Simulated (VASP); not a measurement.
Si4BW:

```
Si B W
1.0
     4.52812    0.00000    0.00000
    -2.26406    3.92147    0.00000
     0.00000    0.00000    4.58320
Si B W
4 1 1
Direct
  0.33333 0.66667 0.24803
  0.33333 0.66667 0.75197
  0.66667 0.33333 0.75197
  0.66667 0.33333 0.24803
  0.00000 0.00000 0.50000
  0.00000 0.00000 0.00000
```

The cell was built from a structure type or drawn by symmetry, and may not be a known phase.

- Program: VASP 6.6.1
- Task: relaxation of cell and atoms
- Functional: PBE
- Potentials or basis: VASP PAW PBE potentials, release 64 (Si, B, W_sv)
- Cutoff: 600 eV
- k mesh: 6 × 6 × 4
- Occupations: gaussian, width 0.1 eV
- Spin: no spin polarisation

At the start: pressure -0.1 GPa; volume 13.56 Å³/atom.

**Question.** Where does the relaxation end?

**Answer.** Over 5 steps the energy falls by 12.0 meV/atom and the volume is 13.38 Å³/atom (-1.4 %); space group P6/mmm (No. 191, to 0.1 Å) before and after.

Step by step:
| step | energy change (eV) | largest force (eV/Å) | pressure (GPa) | volume (Å³) |
| --- | --- | --- | --- | --- |
| 1 | 0.0000 | 0.1285 | -0.07 | 81.38 |
| 2 | -0.0578 | 0.0013 | -2.32 | 81.24 |
| 3 | -0.0659 | 0.0098 | -1.82 | 81.30 |
| 4 | -0.0691 | 0.0610 | 1.31 | 79.60 |
| 5 | -0.0718 | 0.0334 | 0.02 | 80.27 |

Final structure:
```
Si B W
1.0
     4.45163    0.00000    0.00000
    -2.22581    3.85522    0.00000
     0.00000    0.00000    4.67745
Si B W
4 1 1
Direct
  0.33333 0.66667 0.24901
  0.33333 0.66667 0.75099
  0.66667 0.33333 0.75099
  0.66667 0.33333 0.24901
  0.00000 0.00000 0.50000
  0.00000 0.00000 0.00000
```
